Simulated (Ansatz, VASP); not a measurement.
## Two plane-wave programs on KF

Contents of INCAR:

```
SYSTEM = KF
PREC = Accurate ; ENCUT = 520
EDIFF = 1E-7 ; ISMEAR = 0
SIGMA = 0.05 ; LREAL = .False.
LASPH = .True. ; NELM = 100
ALGO = Normal ; ISIF = 2
LWAVE = .False. ; LCHARG = .True.
LELF = .True. ; LVHAR = .True.
NBANDS = 15
```

The input KPOINTS:

```
regular mesh
0
Gamma
  8 8 8
  0 0 0
```

POSCAR

```
KF
1.0
    0.0000000000      2.5817196783      2.8721631421
    2.6720798670      0.0000000000      2.8721631421
    2.6720798670      2.5817196783      0.0000000000
K F
1 1
Direct
    0.0000000000      0.0000000000      0.0000000000
    0.5000000000      0.5000000000      0.5000000000
```

Input for Ansatz:

```yaml
crystal:
  lattice:
    - [0.0, 2.5817196783, 2.8721631421]
    - [2.672079867, 0.0, 2.8721631421]
    - [2.672079867, 2.5817196783, 0.0]
  atoms:
    - { symbol: K, position: [0.0, 0.0, 0.0] }
    - { symbol: F, position: [0.5, 0.5, 0.5] }
basis:
  ecutwfc: 520.0
kpoints:
  mp_grid: { grid: [8, 8, 8] }
hamiltonian:
  xc: lda
scf:
  occupations: { method: gaussian, width: 0.05 }
output:
  forces: true
  stress: true
  eigenvalues: true
```

Change from the starting cell: normal strain along x +0.0350, normal strain along z +0.1125.

Alike in both runs: task single point; functional LDA; k mesh 8 × 8 × 8; occupations gaussian, width 0.05 eV; no spin polarisation.

```csv
,VASP,Ansatz
version,VASP 6.6.1,Ansatz 0.2.0
potentials or method,"VASP PAW LDA potentials, release 64 (K_sv, F), cutoff 520 eV","scalar-relativistic, plane waves, PAW"
valence electrons in the cell,16,16
```

```csv
,VASP,Ansatz,Ansatz less VASP
gap on the k mesh at the Fermi level (eV),5.50,5.51,+0.017
least direct gap on the mesh (eV),5.50,5.51,+0.017
pressure (GPa),-3.6,-3.7,-0.08
"traceless stress, the component that is largest in VASP (GPa)",1.75,1.63,-0.115
```

LDA's correlation is that of Perdew and Zunger in VASP and of Perdew and Wang (1992) in Ansatz.
